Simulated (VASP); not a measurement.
Write the native input for VASP 6.6.1 that does the following.

```
Task                   : single point
Functional             : PBEsol
Potentials or basis    : VASP PAW PBE potentials, release 64 (Sn_d, Te)
Cutoff                 : 520 eV
k mesh                 : 11 × 11 × 11
Occupations            : fermi-dirac, width 0.08 eV
Spin                   : no spin polarisation
Dipole correction      : no
Further INCAR settings : ALGO = Normal; EDIFF = 1e-07; NBANDS = 17
```

The structure of SnTe (rocksalt type) lies in POSCAR:

```
SnTe
1.0
    0.0000000000      3.1433396748      3.1433396748
    3.1433396748      0.0000000000      3.1433396748
    3.1433396748      3.1433396748      0.0000000000
Sn Te
1 1
Direct
    0.0000000000      0.0000000000      0.0000000000
    0.5000000000      0.5000000000      0.5000000000
```

These files were run (other wordings do the same):

INCAR

```
ALGO = Normal
EDIFF = 1E-7
ENCUT = 520
GGA = PS
ISIF = 2
ISMEAR = -1
LASPH = True
LCHARG = True
LELF = True
LREAL = False
LVHAR = True
LWAVE = False
NBANDS = 17
NELM = 80
PREC = Accurate
SIGMA = 0.08
```

KPOINTS

```
k-points
0
Gamma
  11 11 11
```

Potentials or basis: VASP PAW PBE potentials, release 64 (Sn_d, Te).

The run is started by

```sh
$ cat potpaw_PBE.64/Sn_d/POTCAR potpaw_PBE.64/Te/POTCAR > POTCAR
$ mpirun -np 1 vasp_std > vasp.out
```

It gave:

```json
{"Pressure": "0.0 GPa"}
```

Caveat: the PAW data sets were made with another functional, which shifts forces and pressure a little.

It took 86 s on 1 thread of Intel Xeon 8259CL (shared host), peak memory 0.24 GiB.
